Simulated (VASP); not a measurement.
# CdTe (I-4m2) in VASP: further runs

The runs below take CdTe through single point, with PBE.

Everything below comes from runs of VASP 6.6.1. Logs are shortened: lines on timing, memory, paths and dates and some standing lists are left out, and cuts for length are marked.

**1. The cell of the first run**

Symmetry: I-4m2, No. 119, tetragonal system. Conventional cell: a = 4.639 Å, b = 4.639 Å, c = 6.232 Å, α = 90.00°, β = 90.00°, γ = 90.00°. Within 3.7 Å of Cd (site symmetry -4m2) lie 4 Te at 2.79 Å. Te (site symmetry -4m2) has 4 Cd at 2.79 Å within 3.7 Å.

**2. Single point, PBE (uniaxial x strain -5.0%)**

Contents of INCAR:

```
SYSTEM = CdTe
ALGO     = Normal         ! electronic algorithm
EDIFF    = 1E-6           ! SCF threshold, eV
ENCUT    = 520            ! plane-wave cutoff, eV
GGA      = PE             ! functional
ISIF     = 2              ! what is computed and relaxed
ISMEAR   = -1             ! smearing method
LASPH    = .TRUE.         ! aspherical terms in the spheres
LCHARG   = .FALSE.        ! write CHGCAR
LREAL    = .FALSE.        ! projectors in reciprocal space
LWAVE    = .FALSE.        ! write WAVECAR
NBANDS   = 16             ! bands
NELM     = 60             ! most SCF steps
PREC     = Accurate       ! precision mode
SIGMA    = 0.02           ! smearing width, eV
```

Contents of KPOINTS:

```
k-points
0
G
  6 6 6
  0 0 0
```

Contents of POSCAR:

```
CdTe
1.0
    0.0000000000      3.2799551159      3.2799551159
    3.1159573601      0.0000000000      3.2799551159
    3.1159573601      3.2799551159      0.0000000000
Cd Te
1 1
Direct
    0.0000000000      0.0000000000      0.0000000000
    0.2500000000      0.2500000000      0.2500000000
```

Potentials or basis: VASP PAW PBE potentials, release 64 (Cd, Te).

Launch:

```sh
> cat potpaw_PBE.64/Cd/POTCAR potpaw_PBE.64/Te/POTCAR > POTCAR
> mpirun -np 1 vasp_std > vasp.out
```

OUTCAR:

```text
SYSTEM = CdTe
   EDIFF = 1E-6
   ENCUT = 520
   GGA = PE
   ISIF = 2
   ISMEAR = -1
   LASPH = .TRUE.
   LREAL = .FALSE.
   NELM = 60
   PREC = Accurate

 ion  position               nearest neighbor table
   1  0.000  0.000  0.000-   2 2.79   2 2.79   2 2.79   2 2.79
   2  0.250  0.250  0.250-   1 2.79   1 2.79   1 2.79   1 2.79

  LATTYP: Found a body centered tetragonal cell.
 ALAT       =     4.6385570089
 C/A-ratio  =     1.3435028843

  Lattice vectors:

 A1 = (  -3.1159573601,   0.0000000000,  -3.2799551159)
 A2 = (  -3.1159573601,   0.0000000000,   3.2799551159)
 A3 = (   3.1159573601,   3.2799551159,   0.0000000000)

Analysis of symmetry for initial positions (statically):
=====================================================================
 Subroutine PRICEL returns:
 Original cell was already a primitive cell.

 Routine SETGRP: Setting up the symmetry group for a
 body centered tetragonal supercell.

 Subroutine GETGRP returns: Found  8 space group operations
 (whereof  8 operations were pure point group operations)
 out of a pool of 16 trial point group operations.

The static configuration has the point symmetry D_2d.

Analysis of symmetry for dynamics (positions and initial velocities):
=====================================================================
 Subroutine PRICEL returns:
 Original cell was already a primitive cell.

 Routine SETGRP: Setting up the symmetry group for a
 body centered tetragonal supercell.

 Subroutine GETGRP returns: Found  8 space group operations
 (whereof  8 operations were pure point group operations)
 out of a pool of 16 trial point group operations.

The dynamic configuration has the point symmetry D_2d.

 Subroutine INISYM returns: Found  8 space group operations
 (whereof  8 operations are pure point group operations),
 and found     1 'primitive' translations

----------------------------------------------------------------------------------------

                                     Primitive cell

  volume of cell :      67.0436

  direct lattice vectors                    reciprocal lattice vectors
     0.000000000  3.279955116  3.279955116    -0.160464327  0.152441110  0.152441110
     3.115957360  0.000000000  3.279955116     0.160464327 -0.152441110  0.152441110
     3.115957360  3.279955116  0.000000000     0.160464327  0.152441110 -0.152441110

  length of vectors
     4.638557009  4.524079556  4.524079556     0.268747808  0.268747808  0.268747808

  position of ions in fractional coordinates (direct lattice)
     0.000000000  0.000000000  0.000000000
     0.250000000  0.250000000  0.250000000

  ion indices of the primitive-cell ions
   primitive index   ion index
                 1           1
                 2           2

----------------------------------------------------------------------------------------

 KPOINTS: k-points

Automatic generation of k-mesh.
 Grid dimensions read from file:
 generate k-points for:    6    6    6

 Generating k-lattice:

  Cartesian coordinates                     Fractional coordinates (reciprocal lattice)
    -0.026744054  0.025406852  0.025406852     0.166666667  0.000000000  0.000000000
     0.026744054 -0.025406852  0.025406852     0.000000000  0.166666667  0.000000000
     0.026744054  0.025406852 -0.025406852     0.000000000  0.000000000  0.166666667

  Length of vectors
     0.044791301  0.044791301  0.044791301

  Shift w.r.t. Gamma in fractional coordinates (k-lattice)
     0.000000000  0.000000000  0.000000000

 Subroutine IBZKPT returns following result:
 ===========================================

 Found     30 irreducible k-points:

 Following reciprocal coordinates:
            Coordinates               Weight
  0.000000  0.000000  0.000000      1.000000
  0.166667  0.000000  0.000000      8.000000
  0.333333  0.000000  0.000000      8.000000
  0.500000 -0.000000 -0.000000      4.000000
  0.166667  0.166667  0.000000      4.000000
  0.333333  0.166667 -0.000000     16.000000
[... 16 lines left out ...]
 -0.333333  0.500000  0.166667      4.000000
  0.333333 -0.333333  0.166667      8.000000
 [... further k-points ...]
   k-points           NKPTS =     30   k-points in BZ     NKDIM =     30   number of bands    NBANDS=     16
   number of dos      NEDOS =    301   number of ions     NIONS =      2
   total plane-waves  NPLWV =  46656
   dimension x,y,z NGX =    36 NGY =   36 NGZ =   36
   dimension x,y,z NGXF=    72 NGYF=   72 NGZF=   72
   ions per type =               1   1
   NGX,Y,Z   is equivalent  to a cutoff of  12.90, 13.23, 13.23 a.u.
   NGXF,Y,Z  is equivalent  to a cutoff of  25.80, 26.46, 26.46 a.u.
 SYSTEM =  CdTe
   PREC   = accura    normal or accurate (medium, high low for compatibility)
   ISTART =      0    job   : 0-new  1-cont  2-samecut
   ICHARG =      2    charge: 1-file 2-atom 10-const
   ISPIN  =      1    spin polarized calculation?
   LNONCOLLINEAR =      F non collinear calculations
   LSORBIT =      F    spin-orbit coupling
   LASPH  =      T    aspherical Exc in radial PAW
   ENCUT  =  520.0 eV  38.22 Ry    6.18 a.u.   8.62  8.41  8.41*2*pi/ulx,y,z
   NELM   =     60;   NELMIN=  2; NELMDL= -5     # of ELM steps
   EDIFF  = 0.1E-05   stopping-criterion for ELM
   LREAL  =      F    real-space projection
   EDIFFG = 0.1E-04   stopping-criterion for IOM
   NSW    =      0    number of steps for IOM
   IBRION =     -1    ionic relax: 0-MD 1-quasi-New 2-CG
   NFREE  =      0    steps in history (QN), initial steepest desc. (CG)
   ISIF   =      2    stress and relaxation
   ISYM   =      2    0-nonsym 1-usesym 2-fastsym
   POTIM  = 0.5000    time-step for ionic-motion
   TEBEG  =    0.0;   TEEND  =   0.0 temperature during run
   PSTRESS=    0.0 pullay stress
   NELECT =      18.0000    total number of electrons
   NUPDOWN=      -1.0000    fix difference up-down
   EMIN   =  10.00;   EMAX   =-10.00  energy-range for DOS
   EFERMI =   0.00;   METHOD = LEGACY
   ISMEAR =    -1;   SIGMA  =   0.02  broadening in eV -4-tet -1-fermi 0-gaus
   EFERMI_NEDOS =   21; number of points for ismear=-14 and -15
   IALGO  =     38    algorithm
   IMIX   =      4    mixing-type and parameters
     AMIX     =   0.40;   BMIX     =  1.00
     AMIX_MAG =   1.60;   BMIX_MAG =  1.00
  volume/ion in A,a.u.               =      33.52       226.22
  Fermi-wavevector in a.u.,A,eV,Ry     =   1.056120  1.995777 15.175792  1.115389
  Thomas-Fermi vector in A             =   2.191344
   LORBIT       =      0    0 simple, 1 ext, 2 COOP (PROOUT), +10 PAW based schemes
   GGA     = PE    functional components
   LHFCALC =     F    Hartree Fock is set to
   AEXX    =    0.0000 exact exchange contribution
   IVDW    =     0    specifies the selected vdW correction
   LEPSILON=     F    determine dielectric tensor
   LRPA    =     F    only Hartree local field effects (RPA)
 non-spin polarized calculation
  energy-cutoff  :      520.00
  volume of cell :       67.04
 maximum number of plane-waves:      1827
 NGX is ok and might be reduce to    36
   NGX = 17   NGY = 17   NGZ = 17

 number of electron      17.9999996 magnetization

 Free energy of the ion-electron system (eV)
  ---------------------------------------------------
  ext. energy  EPLUGINS =         0.00000000
  ---------------------------------------------------
  free energy    TOTEN  =        -4.74585656 eV

  energy without entropy =       -4.74585656  energy(sigma->0) =       -4.74585656

 E-fermi :   2.9345     XC(G=0):  -8.6525

 val. band max:        2.5858663388   @ k =   0.0000   0.0000   0.0000
 cond. band min:       3.2924999272   @ k =   0.0000   0.0000   0.0000
 fundamental gap:      0.7066335884
 Fermi energy:         2.9345330681

 k-point     1 :       0.0000    0.0000    0.0000
  band No.  band energies     occupation
      1      -8.7689      2.00000
      2      -5.8571      2.00000
      3      -5.8571      2.00000
      4      -5.8454      2.00000
      5      -5.5883      2.00000
      6      -5.5787      2.00000
[... 8 lines left out ...]
     15      11.5168      0.00000
     16      12.1327      0.00000

 k-point     2 :       0.1667    0.0000    0.0000
  band No.  band energies     occupation
      1      -8.6652      2.00000
      2      -5.8382      2.00000
      3      -5.8303      2.00000
      4      -5.7691      2.00000
      5      -5.5879      2.00000
      6      -5.5810      2.00000
[... 8 lines left out ...]
     15      10.8182      0.00000
     16      11.2785      0.00000

 k-point     3 :       0.3333    0.0000    0.0000
  band No.  band energies     occupation
      1      -8.4579      2.00000
      2      -5.8067      2.00000
      3      -5.7951      2.00000
      4      -5.5860      2.00000
      5      -5.5790      2.00000
      6      -5.4782      2.00000
[... 8 lines left out ...]
     15      11.4247      0.00000
     16      11.4393      0.00000

 k-point     4 :       0.5000   -0.0000   -0.0000
  band No.  band energies     occupation
      1      -8.3565      2.00000
      2      -5.7951      2.00000
      3      -5.7808      2.00000
      4      -5.5800      2.00000
      5      -5.5696      2.00000
      6      -5.2199      2.00000
[... 8 lines left out ...]
     15      12.6563      0.00000
     16      13.0132      0.00000
[... 324 lines left out ...]
 k-point    22 :       0.3333    0.5000    0.1667
  band No.  band energies     occupation
      1      -8.3318      2.00000
      2      -5.7603      2.00000
      3      -5.7412      2.00000
      4      -5.6229      2.00000
      5      -5.5737      2.00000
      6      -5.2686      2.00000
[... 8 lines left out ...]
     15      12.9235      0.00000
     16      13.8459      0.00000

 k-point    23 :      -0.3333    0.5000    0.1667
  band No.  band energies     occupation
      1      -8.2343      2.00000
      2      -5.7279      2.00000
      3      -5.7088      2.00000
      4      -5.6264      2.00000
      5      -5.5756      2.00000
      6      -5.0228      2.00000
[... 8 lines left out ...]
     15      13.9236      0.00000
     16      14.0111      0.00000

 k-point    24 :       0.3333   -0.3333    0.1667
  band No.  band energies     occupation
      1      -8.2688      2.00000
      2      -5.7530      2.00000
      3      -5.7263      2.00000
      4      -5.6054      2.00000
      5      -5.5814      2.00000
      6      -5.0745      2.00000
[... 8 lines left out ...]
     15      12.8602      0.00000
     16      13.3559      0.00000

 [... further k-points ...]
[... 5 lines left out ...]
  --------------------------------------------------------------------------------------
  -------------------------------------------------------------------------------------
  Total        1.6000002      1.3392331      1.3392331      0.0000000      0.0000000     -0.0000000
  in kB       38.2360754     32.0043823     32.0043823      0.0000000      0.0000000     -0.0000000
  external PRESSURE =      34.0816133 kB  Pullay stress =       0.0000000 kB

 VOLUME and BASIS-vectors are now :
 -----------------------------------------------------------------------------
  energy-cutoff  :      520.00
  volume of cell :       67.04
      direct lattice vectors                 reciprocal lattice vectors
     0.000000000  3.279955116  3.279955116    -0.160464327  0.152441110  0.152441110
     3.115957360  0.000000000  3.279955116     0.160464327 -0.152441110  0.152441110
     3.115957360  3.279955116  0.000000000     0.160464327  0.152441110 -0.152441110

 POSITION                                       TOTAL-FORCE (eV/Angst)
 -----------------------------------------------------------------------------------
      0.00000      0.00000      0.00000         0.000000     -0.000000     -0.000000
      1.55798      1.63998      1.63998         0.000000      0.000000      0.000000
 -----------------------------------------------------------------------------------
    total drift:                               -0.000000     -0.000000     -0.000000

  FREE ENERGIE OF THE ION-ELECTRON SYSTEM (eV)
  ---------------------------------------------------
  free  energy   TOTEN  =        -4.7458565604 eV

  energy  without entropy=       -4.7458565602  energy(sigma->0) =       -4.74585656
```

Wall time 30 s (1 thread of Intel Xeon Platinum 8559C (Emerald Rapids), shared host); peak memory 0.21 GiB.

Results:

```yaml
Free_energy: -4.7459 eV
Pressure: 3.4 GPa
Band_gap_on_the_k_mesh: 0.71 eV, direct
```

Stress tensor (GPa, compression positive):
```
3.82 0.00 0.00
0.00 3.20 0.00
0.00 0.00 3.20
```

Caveat: the cell differs from its parent crystal (uniaxial x strain -5.0%); spin-orbit coupling is left out, which moves the levels of the heavy elements.

**3. Single point, PBE (epitaxial xy strain -4.0%)**

Contents of INCAR:

```
PREC = Accurate
ENCUT = 520
EDIFF = 1E-6
ISMEAR = -1
SIGMA = 0.02
LREAL = F
LASPH = T
NELM = 100
ALGO = Normal
ISIF = 2
LWAVE = F
LCHARG = F
GGA = PE
NBANDS = 16
```

Contents of KPOINTS:

```
regular mesh
0
Gamma
  6 6 6
```

Contents of POSCAR:

```
CdTe
1.0
    0.0000000000      3.1487569112      3.4485483051
    3.1487569112      0.0000000000      3.4485483051
    3.1487569112      3.1487569112      0.0000000000
Cd Te
1 1
Direct
    0.0000000000      0.0000000000      0.0000000000
    0.2500000000      0.2500000000      0.2500000000
```

Potentials or basis: VASP PAW PBE potentials, release 64 (Cd, Te).

Launch:

```sh
> cat potpaw_PBE.64/Cd/POTCAR potpaw_PBE.64/Te/POTCAR > POTCAR
> mpirun -np 1 vasp_std > vasp.out
```

It took 36 s on 1 thread of Intel Xeon Platinum 8559C (Emerald Rapids), shared host; peak memory 0.21 GiB.

The run converged. Its results:

- Free energy: -4.7555 eV
- Pressure: 2.4 GPa
- Band gap on the k mesh: 0.61 eV, direct

Stress tensor (GPa, compression positive):
```
2.91 0.00 0.00
0.00 2.91 0.00
0.00 0.00 1.26
```

Levels at points of the mesh, in eV from the valence-band top:
| k point | band 5 | band 6 | band 7 | band 8 | band 9 | band 10 | band 11 | band 12 | band 13 | band 14 |
| --- | --- | --- | --- | --- | --- | --- | --- | --- | --- | --- |
| (0.00, 0.00, 0.00) | -8.13 | -8.12 | -0.35 | 0.00 | 0.00 | 0.61 | 4.53 | 4.53 | 4.55 | 7.33 |
| (0.50, 0.00, 0.00) | -8.11 | -7.78 | -4.49 | -1.10 | -0.64 | 1.63 | 4.92 | 5.36 | 7.01 | 8.44 |
| (0.50, 0.50, 0.00) | -8.10 | -7.74 | -4.66 | -1.67 | -1.67 | 2.77 | 3.02 | 8.23 | 8.98 | 8.98 |
| (0.50, 0.00, 0.50) | -8.10 | -7.60 | -4.23 | -2.13 | -1.99 | 2.35 | 2.40 | 8.48 | 8.80 | 8.97 |

Caveat: the cell differs from its parent crystal (epitaxial xy strain -4.0%); spin-orbit coupling is left out, which moves the levels of the heavy elements.
